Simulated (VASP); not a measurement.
# Se (P6_3/mmc) in VASP: further runs

Runs on Se. Level: PBE. Tasks: single point.

All numbers are computed with VASP 6.6.1; they aren't measurements. Logs are shortened: lines on timing, memory, paths and dates and some standing lists are left out, and cuts for length are marked.

## 1. The cell of the first run

Symmetry: P6_3/mmc, No. 194, hexagonal system. Conventional cell: a = 3.467 Å, b = 3.467 Å, c = 10.513 Å, α = 90.00°, β = 90.00°, γ = 120.00°. Within 2.9 Å of Se (site symmetry 3m) lie 1 Se at 2.18 Å.

This isn't the form of Se at room conditions, which is trigonal, of chains.

## 2. Single point, PBE

Contents of INCAR:

```
PREC = Accurate
ENCUT = 520
EDIFF = 1E-7
ISMEAR = 0
SIGMA = 0.1
LREAL = False
LASPH = True
NELM = 60
ALGO = Normal
ISIF = 2
LWAVE = False
LCHARG = False
GGA = PE
NBANDS = 20
```

Contents of KPOINTS:

```
Automatic mesh
0
Gamma
  6 6 2
```

Contents of POSCAR:

```
Se
1.0
    3.4665206236      0.0000000000      0.0000000000
   -1.7332603118      3.0020949227      0.0000000000
    0.0000000000      0.0000000000     10.5127570059
Se
4
Direct
    0.3333333333      0.6666666667      0.1462028309
    0.6666666667      0.3333333333      0.6462028309
    0.3333333333      0.6666666667      0.3537971691
    0.6666666667      0.3333333333      0.8537971691
```

Potentials or basis: VASP PAW PBE potentials, release 64 (Se).

Started as:

```console
$ cat potpaw_PBE.64/Se/POTCAR > POTCAR
$ mpirun -np 1 vasp_std > vasp.out
```

OUTCAR:

```text
PREC = Accurate
   ENCUT = 520
   EDIFF = 1E-7
   ISMEAR = 0
   LREAL = False
   LASPH = True
   NELM = 60
   ISIF = 2
   GGA = PE

 ion  position               nearest neighbor table
   1  0.333  0.667  0.146-   3 2.18
   2  0.667  0.333  0.646-   4 2.18
   3  0.333  0.667  0.354-   1 2.18
   4  0.667  0.333  0.854-   2 2.18

  LATTYP: Found a hexagonal cell.
 ALAT       =     3.4665206236
 C/A-ratio  =     3.0326538185

  Lattice vectors:

 A1 = (   3.4665206236,   0.0000000000,   0.0000000000)
 A2 = (  -1.7332603118,   3.0020949227,   0.0000000000)
 A3 = (   0.0000000000,   0.0000000000,  10.5127570059)

Analysis of symmetry for initial positions (statically):
=====================================================================
 Subroutine PRICEL returns:
 Original cell was already a primitive cell.

 Routine SETGRP: Setting up the symmetry group for a
 hexagonal supercell.

 Subroutine GETGRP returns: Found 24 space group operations
 (whereof 12 operations were pure point group operations)
 out of a pool of 24 trial point group operations.

The static configuration has the point symmetry D_3d.
 The point group associated with its full space group is D_6h.

Analysis of symmetry for dynamics (positions and initial velocities):
=====================================================================
 Subroutine PRICEL returns:
 Original cell was already a primitive cell.

 Routine SETGRP: Setting up the symmetry group for a
 hexagonal supercell.

 Subroutine GETGRP returns: Found 24 space group operations
 (whereof 12 operations were pure point group operations)
 out of a pool of 24 trial point group operations.

The dynamic configuration has the point symmetry D_3d.
 The point group associated with its full space group is D_6h.

 Subroutine INISYM returns: Found 24 space group operations
 (whereof 12 operations are pure point group operations),
 and found     1 'primitive' translations

----------------------------------------------------------------------------------------

                                     Primitive cell

  volume of cell :     109.4044

  direct lattice vectors                    reciprocal lattice vectors
     3.466520624  0.000000000  0.000000000     0.288473691  0.166550363  0.000000000
    -1.733260312  3.002094923  0.000000000     0.000000000  0.333100727  0.000000000
     0.000000000  0.000000000 10.512757006     0.000000000  0.000000000  0.095122526

  length of vectors
     3.466520624  3.466520624 10.512757006     0.333100727  0.333100727  0.095122526

  position of ions in fractional coordinates (direct lattice)
     0.333333333  0.666666667  0.146202831
     0.666666667  0.333333333  0.646202831
     0.333333333  0.666666667  0.353797169
     0.666666667  0.333333333  0.853797169

  ion indices of the primitive-cell ions
   primitive index   ion index
                 1           1
                 2           2
                 3           3
                 4           4

----------------------------------------------------------------------------------------

 KPOINTS: Automatic mesh

Automatic generation of k-mesh.
 Grid dimensions read from file:
 generate k-points for:    6    6    2

 Generating k-lattice:

  Cartesian coordinates                     Fractional coordinates (reciprocal lattice)
     0.048078949  0.027758394  0.000000000     0.166666667  0.000000000  0.000000000
     0.000000000  0.055516788  0.000000000     0.000000000  0.166666667  0.000000000
     0.000000000  0.000000000  0.047561263     0.000000000  0.000000000  0.500000000

  Length of vectors
     0.055516788  0.055516788  0.047561263

  Shift w.r.t. Gamma in fractional coordinates (k-lattice)
     0.000000000  0.000000000  0.000000000

 Subroutine IBZKPT returns following result:
 ===========================================

 Found     14 irreducible k-points:

 Following reciprocal coordinates:
            Coordinates               Weight
  0.000000  0.000000  0.000000      1.000000
  0.166667 -0.000000  0.000000      6.000000
  0.333333 -0.000000  0.000000      6.000000
  0.500000 -0.000000  0.000000      3.000000
  0.166667  0.166667  0.000000      6.000000
  0.333333  0.166667  0.000000     12.000000
  0.333333  0.333333  0.000000      2.000000
  0.000000  0.000000  0.500000      1.000000
  0.166667 -0.000000  0.500000      6.000000
  0.333333 -0.000000  0.500000      6.000000
  0.500000 -0.000000  0.500000      3.000000
  0.166667  0.166667  0.500000      6.000000
  0.333333  0.166667  0.500000     12.000000
  0.333333  0.333333  0.500000      2.000000
   k-points           NKPTS =     14   k-points in BZ     NKDIM =     14   number of bands    NBANDS=     20
   number of dos      NEDOS =    301   number of ions     NIONS =      4
   total plane-waves  NPLWV =  62720
   dimension x,y,z NGX =    28 NGY =   28 NGZ =   80
   dimension x,y,z NGXF=    56 NGYF=   56 NGZF=  160
   ions per type =               4
   NGX,Y,Z   is equivalent  to a cutoff of  13.43, 13.43, 12.65 a.u.
   NGXF,Y,Z  is equivalent  to a cutoff of  26.86, 26.86, 25.30 a.u.
 SYSTEM =  unknown system
   PREC   = accura    normal or accurate (medium, high low for compatibility)
   ISTART =      0    job   : 0-new  1-cont  2-samecut
   ICHARG =      2    charge: 1-file 2-atom 10-const
   ISPIN  =      1    spin polarized calculation?
   LNONCOLLINEAR =      F non collinear calculations
   LSORBIT =      F    spin-orbit coupling
   LASPH  =      T    aspherical Exc in radial PAW
   ENCUT  =  520.0 eV  38.22 Ry    6.18 a.u.   6.45  6.45 19.55*2*pi/ulx,y,z
   NELM   =     60;   NELMIN=  2; NELMDL= -5     # of ELM steps
   EDIFF  = 0.1E-06   stopping-criterion for ELM
   LREAL  =      F    real-space projection
   EDIFFG = 0.1E-05   stopping-criterion for IOM
   NSW    =      0    number of steps for IOM
   IBRION =     -1    ionic relax: 0-MD 1-quasi-New 2-CG
   NFREE  =      0    steps in history (QN), initial steepest desc. (CG)
   ISIF   =      2    stress and relaxation
   ISYM   =      2    0-nonsym 1-usesym 2-fastsym
   POTIM  = 0.5000    time-step for ionic-motion
   TEBEG  =    0.0;   TEEND  =   0.0 temperature during run
   PSTRESS=    0.0 pullay stress
   NELECT =      24.0000    total number of electrons
   NUPDOWN=      -1.0000    fix difference up-down
   EMIN   =  10.00;   EMAX   =-10.00  energy-range for DOS
   EFERMI =   0.00;   METHOD = LEGACY
   ISMEAR =     0;   SIGMA  =   0.10  broadening in eV -4-tet -1-fermi 0-gaus
   EFERMI_NEDOS =   21; number of points for ismear=-14 and -15
   IALGO  =     38    algorithm
   IMIX   =      4    mixing-type and parameters
     AMIX     =   0.40;   BMIX     =  1.00
     AMIX_MAG =   1.60;   BMIX_MAG =  1.00
  volume/ion in A,a.u.               =      27.35       184.57
  Fermi-wavevector in a.u.,A,eV,Ry     =   0.987341  1.865803 13.263522  0.974841
  Thomas-Fermi vector in A             =   2.118787
   LORBIT       =      0    0 simple, 1 ext, 2 COOP (PROOUT), +10 PAW based schemes
   GGA     = PE    functional components
   LHFCALC =     F    Hartree Fock is set to
   AEXX    =    0.0000 exact exchange contribution
   IVDW    =     0    specifies the selected vdW correction
   LEPSILON=     F    determine dielectric tensor
   LRPA    =     F    only Hartree local field effects (RPA)
 non-spin polarized calculation
 Gauss-broadening in eV      SIGMA  =   0.10
  energy-cutoff  :      520.00
  volume of cell :      109.40
 maximum number of plane-waves:      2991
 NGX is ok and might be reduce to    28
   NGX = 13   NGY = 13   NGZ = 39

 number of electron      24.0000002 magnetization

 Free energy of the ion-electron system (eV)
  ---------------------------------------------------
  ext. energy  EPLUGINS =         0.00000000
  ---------------------------------------------------
  free energy    TOTEN  =       -13.28800114 eV

  energy without entropy =      -13.27085119  energy(sigma->0) =      -13.27942617

 E-fermi :   2.6777     XC(G=0):  -8.9808

 val. band max:        2.3672808571   @ k =   0.3333   0.1667   0.0000
 cond. band min:       2.7081504349   @ k =   0.3333   0.1667   0.5000
 fundamental gap:      0.3408695778
 Fermi energy:         2.6776830786

 k-point     1 :       0.0000    0.0000    0.0000
  band No.  band energies     occupation
      1     -12.9723      2.00000
      2     -12.7633      2.00000
      3      -9.5403      2.00000
      4      -8.7338      2.00000
      5      -3.2409      2.00000
      6      -1.0145      2.00000
[... 12 lines left out ...]
     19      11.7425      0.00000
     20      11.8083      0.00000

 k-point     2 :       0.1667   -0.0000    0.0000
  band No.  band energies     occupation
      1     -12.7649      2.00000
      2     -12.5735      2.00000
      3      -9.2854      2.00000
      4      -8.5374      2.00000
      5      -3.0069      2.00000
      6      -0.9264      2.00000
[... 12 lines left out ...]
     19      10.9060      0.00000
     20      11.4611      0.00000

 k-point     3 :       0.3333   -0.0000    0.0000
  band No.  band energies     occupation
      1     -12.2870      2.00000
      2     -12.1537      2.00000
      3      -8.6601      2.00000
      4      -8.1203      2.00000
      5      -2.5486      2.00000
      6      -1.6912      2.00000
[... 12 lines left out ...]
     19       9.3064      0.00000
     20      10.5855      0.00000

 k-point     4 :       0.5000   -0.0000    0.0000
  band No.  band energies     occupation
      1     -11.9952      2.00000
      2     -11.9280      2.00000
      3      -8.2183      2.00000
      4      -7.9430      2.00000
      5      -2.6916      2.00000
      6      -2.5528      2.00000
[... 199 lines left out ...]
 k-point    13 :       0.3333    0.1667    0.5000
  band No.  band energies     occupation
      1     -11.9682      2.00000
      2     -11.9682      2.00000
      3      -8.0928      2.00000
      4      -8.0928      2.00000
      5      -2.0963      2.00000
      6      -2.0963      2.00000
[... 12 lines left out ...]
     19      10.3290      0.00000
     20      10.3290      0.00000

 k-point    14 :       0.3333    0.3333    0.5000
  band No.  band energies     occupation
      1     -11.8350      2.00000
      2     -11.8350      2.00000
      3      -7.9283      2.00000
      4      -7.9283      2.00000
      5      -1.4987      2.00000
      6      -1.4987      2.00000
[... 12 lines left out ...]
     19      11.3597      0.00000
     20      11.3597      0.00000

------------------------ aborting loop because EDIFF is reached ----------------------------------------

  FORCE on cell =-STRESS in cart. coord.  units (eV):
  Direction    XX          YY          ZZ          XY          YZ          ZX
  --------------------------------------------------------------------------------------
  -------------------------------------------------------------------------------------
  Total        0.0075113      0.0075113      0.2071378      0.0000000      0.0000000      0.0000000
  in kB        0.1099992      0.1099992      3.0334385      0.0000000      0.0000000      0.0000000
  external PRESSURE =       1.0844790 kB  Pullay stress =       0.0000000 kB

 VOLUME and BASIS-vectors are now :
 -----------------------------------------------------------------------------
  energy-cutoff  :      520.00
  volume of cell :      109.40
      direct lattice vectors                 reciprocal lattice vectors
     3.466520624  0.000000000  0.000000000     0.288473691  0.166550363  0.000000000
    -1.733260312  3.002094923  0.000000000     0.000000000  0.333100727  0.000000000
     0.000000000  0.000000000 10.512757006     0.000000000  0.000000000  0.095122526

 POSITION                                       TOTAL-FORCE (eV/Angst)
 -----------------------------------------------------------------------------------
     -0.00000      2.00140      1.53699         0.000000      0.000000     -0.037768
      1.73326      1.00070      6.79337        -0.000000     -0.000000     -0.037768
     -0.00000      2.00140      3.71938         0.000000     -0.000000      0.037768
      1.73326      1.00070      8.97576         0.000000      0.000000      0.037768
 -----------------------------------------------------------------------------------
    total drift:                               -0.000000      0.000000      0.000000

  FREE ENERGIE OF THE ION-ELECTRON SYSTEM (eV)
  ---------------------------------------------------
  free  energy   TOTEN  =       -13.2880011403 eV

  energy  without entropy=      -13.2708511908  energy(sigma->0) =      -13.27942617
```

It took 58 s on 1 thread of AMD EPYC 7R13, shared host; peak memory 0.2 GiB.

What came out:

| Property | Result |
| --- | --- |
| Free energy | -13.2880 eV |
| Pressure | 0.1 GPa |
| Largest force | 0.038 eV/Å |
| Band gap on the k mesh | zero (bands 12 and 13 overlap by 3.42 eV) |

Forces in eV/Å, atoms in the order of the input:
```
Se   0.000  0.000 -0.038
Se   0.000  0.000 -0.038
Se   0.000  0.000  0.038
Se   0.000  0.000  0.038
```

Stress tensor (GPa, compression positive):
```
0.01 0.00 0.00
0.00 0.01 0.00
0.00 0.00 0.30
```

Levels at points of the mesh, in eV from the Fermi level:
```
           k point  band 10  band 11  band 12  band 13  band 14  band 15
(0.00, 0.00, 0.00)    -0.64     0.85     1.74     1.74     2.04     2.04
(0.50, 0.00, 0.00)    -2.24    -1.92    -1.63     0.53     1.19     3.03
(0.00, 0.00, 0.50)    -0.71     1.89     1.89     1.89     1.89     2.72
(0.50, 0.00, 0.50)    -2.20    -1.79    -1.79     0.87     0.87     3.10
```

Caveat: this functional lacks dispersion, which holds the molecules together, so the pressure and a relaxed volume are unreliable; this functional lacks dispersion, which binds layers or chains, so the pressure and a relaxed spacing across them are unreliable.

## 3. Single point, PBE

This run uses another cell than the first one, of 29.37 Å³/atom.

INCAR: that of step 2 with these lines changed.

```diff
@@ -2,3 +2,3 @@
 ENCUT = 520
-EDIFF = 1E-7
+EDIFF = 1E-6
 ISMEAR = 0
@@ -7,3 +7,3 @@
 LASPH = True
-NELM = 60
+NELM = 100
 ALGO = Normal
```

KPOINTS is that of step 2.

Contents of POSCAR:

```
Se
1.0
    3.7523922065      0.0000000000      0.0000000000
   -1.8761961033      3.2496669758      0.0000000000
    0.0000000000      0.0000000000      9.6337302522
Se
4
Direct
    0.3333333333      0.6666666667      0.1610000000
    0.6666666667      0.3333333333      0.6610000000
    0.3333333333      0.6666666667      0.3390000000
    0.6666666667      0.3333333333      0.8390000000
```

Potentials or basis: VASP PAW PBE potentials, release 64 (Se).

Started as:

```console
$ cat potpaw_PBE.64/Se/POTCAR > POTCAR
$ mpirun -np 1 vasp_std > vasp.out
```

Wall time 51 s (1 thread of AMD EPYC 7R13, shared host); peak memory 0.19 GiB.

Results (log left out):

```
Free energy            : -2.7607 eV
Pressure               : 46.0 GPa
Largest force          : 31.047 eV/Å
Band gap on the k mesh : zero (bands 12 and 13 overlap by 2.34 eV)
```

Forces in eV/Å, atoms in the order of the input:
```
Se    0.000   0.000 -31.047
Se    0.000   0.000 -31.047
Se    0.000   0.000  31.047
Se    0.000   0.000  31.047
```

Stress tensor (GPa, compression positive):
```
 -4.57   0.00   0.00
  0.00  -4.57   0.00
  0.00   0.00 147.11
```

Levels at points of the mesh, in eV from the Fermi level:
```csv
k point,band 10,band 11,band 12,band 13,band 14,band 15
"(0.00, 0.00, 0.00)",-4.51,1.11,1.11,1.48,1.48,2.87
"(0.50, 0.00, 0.00)",-4.59,-2.11,-1.46,0.21,1.00,3.43
"(0.00, 0.00, 0.50)",-4.60,1.29,1.29,1.29,1.29,3.02
"(0.50, 0.00, 0.50)",-5.07,-1.61,-1.61,0.58,0.58,3.63
```

Caveat: the stress differs along the axes, from -5 to 147 GPa; this functional lacks dispersion, which holds the molecules together, so the pressure and a relaxed volume are unreliable; this functional lacks dispersion, which binds layers or chains, so the pressure and a relaxed spacing across them are unreliable; forces of over 1 eV/Å act on the atoms, so gaps and moduli don't describe the material at rest.

The gap in the log of VASP goes by the Fermi energy; the results here count the filled bands.